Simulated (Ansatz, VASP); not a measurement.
Two plane-wave programs on HgTe

File POSCAR:

```
HgTe
1.0
    3.0523683600     -3.5362675800      0.0000000000
    3.0523683600      3.5362675800      0.0000000000
    0.0000000000      0.0000000000      5.7981570000
Hg Te
2 2
Direct
    0.3430500000      0.6569500000      0.7500000000
    0.6569500000      0.3430500000      0.2500000000
    0.7848090000      0.2151910000      0.7500000000
    0.2151910000      0.7848090000      0.2500000000
```

INCAR.step1

```
SYSTEM = HgTe
ALGO = Normal ; EDIFF = 1E-4
ENCUT = 520 ; GGA = PE
ISMEAR = -1 ; LASPH = .True.
LCHARG = .False. ; LREAL = .False.
LWAVE = .True. ; NBANDS = 26
NELM = 80 ; PREC = Accurate
SIGMA = 0.02
```

Contents of INCAR.step2:

```
SYSTEM = HgTe
ALGO = Normal ; EDIFF = 1E-6
ENCUT = 520 ; ISIF = 2
ISMEAR = -1 ; ISTART = 1
IVDW = 13 ; LASPH = .True.
LCHARG = .True. ; LELF = .True.
LMIXTAU = .True. ; LREAL = .False.
LVHAR = .True. ; LWAVE = .False.
METAGGA = R2SCAN ; NBANDS = 26
NELM = 80 ; PREC = Accurate
SIGMA = 0.02 ; VDW_A1 = 0.51559235
VDW_A2 = 5.77342911 ; VDW_S6 = 1.0
VDW_S8 = 0.6018749
```

The input KPOINTS:

```
k-points
0
Gamma
  4 4 4
  0 0 0
```

Input for Ansatz:

```yaml
crystal:
  lattice:
    - [3.05236836, -3.53626758, 0.0]
    - [3.05236836, 3.53626758, 0.0]
    - [0.0, 0.0, 5.798157]
  atoms:
    - { symbol: Hg, position: [0.34305, 0.65695, 0.75] }
    - { symbol: Hg, position: [0.65695, 0.34305, 0.25] }
    - { symbol: Te, position: [0.784809, 0.215191, 0.75] }
    - { symbol: Te, position: [0.215191, 0.784809, 0.25] }
kpoints:
  mp_grid:
    grid: [4, 4, 4]
hamiltonian:
  xc: r2scan
  dispersion: d4
  pseudopotentials:
    kind: nc
scf:
  occupations:
    method: fermi_dirac
    width: 0.02
output:
  stress: true
```

Alike in both runs: task single point; functional r2SCAN; dispersion D4; k mesh 4 × 4 × 4; occupations fermi-dirac, width 0.02 eV; no spin polarisation.

```csv
,VASP,Ansatz
version,VASP 6.6.1,Ansatz 0.2.0
potentials or method,"VASP PAW PBE potentials, release 64 (Hg, Te)","plane waves, norm-conserving potentials"
plane-wave cutoff (eV),520,1230
valence electrons in the cell,36,72
```

VASP gave:

| Item | Value |
| --- | --- |
| pressure (GPa) | -3.2 |
| traceless stress, the component that is largest in VASP (GPa) | 0.72 |

Q: What did Ansatz give for the same quantities?

A: Pressure (GPa): -3.3; traceless stress, the component that is largest in VASP (GPa): 0.76.

VASP's potentials were made for PBE, not for r2SCAN. VASP's potentials hold 36 valence electrons a cell and Ansatz's 72, so a difference there can come from the potentials and not from the codes.

Neither program's run includes spin-orbit coupling.
